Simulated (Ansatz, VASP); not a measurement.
# Two plane-wave programs on AlZn3

File INCAR:

```
PREC = Accurate
ENCUT = 520
EDIFF = 1E-6
ISMEAR = 0
SIGMA = 0.1
LREAL = False
LASPH = True
NELM = 100
ALGO = Fast
ISIF = 2
LWAVE = False
LCHARG = False
GGA = PE
NBANDS = 49
```

Contents of KPOINTS:

```
Automatic mesh
0
Gamma
  8 8 8
```

POSCAR

```
AlZn3
1.0
    5.0402626000      0.0000000000      0.0000000000
    0.0000000000      5.0402626000      0.0000000000
    0.0000000000      0.0000000000      5.0402626000
Al Zn
2 6
Direct
    0.0000000000      0.0000000000      0.0000000000
    0.5000000000      0.5000000000      0.5000000000
    0.2500000000      0.0000000000      0.5000000000
    0.5000000000      0.7500000000      0.0000000000
    0.7500000000      0.0000000000      0.5000000000
    0.5000000000      0.2500000000      0.0000000000
    0.0000000000      0.5000000000      0.7500000000
    0.0000000000      0.5000000000      0.2500000000
```

Input for Ansatz:

```yaml
crystal:
  lattice:
    - [5.0402626, 0.0, 0.0]
    - [0.0, 5.0402626, 0.0]
    - [0.0, 0.0, 5.0402626]
  atoms:
    - { symbol: Al, position: [0.0, 0.0, 0.0] }
    - { symbol: Al, position: [0.5, 0.5, 0.5] }
    - { symbol: Zn, position: [0.25, 0.0, 0.5] }
    - { symbol: Zn, position: [0.5, 0.75, 0.0] }
    - { symbol: Zn, position: [0.75, 0.0, 0.5] }
    - { symbol: Zn, position: [0.5, 0.25, 0.0] }
    - { symbol: Zn, position: [0.0, 0.5, 0.75] }
    - { symbol: Zn, position: [0.0, 0.5, 0.25] }
basis:
  ecutwfc: 420
kpoints:
  mp_grid: { grid: [8, 8, 8] }
  band_path:
    path:
      - [[0.0, 0.0, 0.0], [0.0, 0.5, 0.0], [0.5, 0.5, 0.0], [0.0, 0.0, 0.0], [0.5, 0.5, 0.5], [0.0, 0.5, 0.0]]
      - [[0.5, 0.5, 0.5], [0.5, 0.5, 0.0]]
    npoints: 14
hamiltonian:
  xc: pbe
scf:
  occupations: { method: gaussian, width: 0.1 }
  n_extra_bands: 20
output:
  forces: true
  stress: true
  eigenvalues: true
  populations: true
  dos: { projected: true, de: 0.02, nscf_kmesh: { grid: [10, 10, 10] } }
  bader: true
  write_density: true
  write_potential: true
  elf: true
  volumetric_format: npy
```

Alike in both runs: task single point; functional PBE; k mesh 8 × 8 × 8; occupations gaussian, width 0.1 eV; no spin polarisation.

```csv
,VASP,Ansatz
version,VASP 6.6.1,Ansatz 0.2.0
potentials or method,"VASP PAW PBE potentials, release 64 (Al, Zn), cutoff 520 eV","scalar-relativistic, plane waves, PAW"
valence electrons in the cell,78,78
```

Ansatz gave:

| Property | Result |
| --- | --- |
| gap on the k mesh at the Fermi level (eV) | none |
| pressure (GPa) | 0.0 |

**Question.** What did VASP give for the same quantities?

**Answer.** gap on the k mesh at the Fermi level (eV): none; pressure (GPa): 0.3.

A gap of «none» marks a metal or a gap that the smearing closes. The functional is the same, so the differences come from potentials, cutoffs and numerics.
